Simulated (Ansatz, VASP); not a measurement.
**Two plane-wave programs on C**

File POSCAR:

```
C
1.0
    1.2280263465      0.7090013417      3.3470108394
   -1.2280263465      0.7090013417      3.3470108394
    0.0000000000     -1.4180026834      3.3470108394
C
2
Direct
    0.0355540368      0.1984169921      0.2580289711
    0.8360000000      0.8360000000      0.8360000000
```

Contents of INCAR.step1:

```
PREC = Accurate
ENCUT = 520
ISMEAR = 0
SIGMA = 0.05
LREAL = False
LASPH = True
NELM = 60
NBANDS = 11
GGA = PE
ALGO = Normal
EDIFF = 1E-4
LWAVE = True
LCHARG = False
```

Contents of INCAR.step2:

```
PREC = Accurate
ENCUT = 520
EDIFF = 1E-7
ISMEAR = 0
SIGMA = 0.05
LREAL = False
LASPH = True
NELM = 60
ALGO = Normal
ISIF = 2
LWAVE = False
LCHARG = True
METAGGA = R2SCAN
LMIXTAU = True
LELF = True
LVHAR = True
NBANDS = 11
ISTART = 1
```

KPOINTS

```
Automatic mesh
0
Gamma
  12 12 12
```

Input for Ansatz:

```yaml
crystal:
  lattice:
    - [1.2280263465, 0.7090013417, 3.3470108394]
    - [-1.2280263465, 0.7090013417, 3.3470108394]
    - [0.0, -1.4180026834, 3.3470108394]
  atoms:
    - { symbol: C, position: [0.0355540368, 0.1984169921, 0.2580289711] }
    - { symbol: C, position: [0.836, 0.836, 0.836] }
basis:
  ecutwfc: 500
kpoints:
  mp_grid: { grid: [12, 12, 12] }
hamiltonian:
  xc: r2scan
scf:
  occupations: { method: gaussian, width: 0.05 }
output:
  forces: true
  stress: true
  eigenvalues: true
```

Alike in both runs: task single point; functional r2SCAN; k mesh 12 × 12 × 12; occupations gaussian, width 0.05 eV; no spin polarisation.

```csv
,VASP,Ansatz
version,VASP 6.6.1,Ansatz 0.2.0
potentials or method,"VASP PAW PBE potentials, release 64 (C), cutoff 520 eV","scalar-relativistic, plane waves, PAW"
valence electrons in the cell,8,8
```

|  | VASP | Ansatz | Ansatz less VASP |
| --- | --- | --- | --- |
| gap on the k mesh at the Fermi level (eV) | none | none | - |
| rms of the force components (eV/Å) | 6.216 | 6.183 | -0.0332 |

VASP's potentials were made for PBE, not for r2SCAN. Atom by atom the forces differ by 0.054 eV/Å (rms over components). A gap of «none» marks a metal or a gap that the smearing closes. The functional is the same, so the differences come from potentials, cutoffs and numerics.
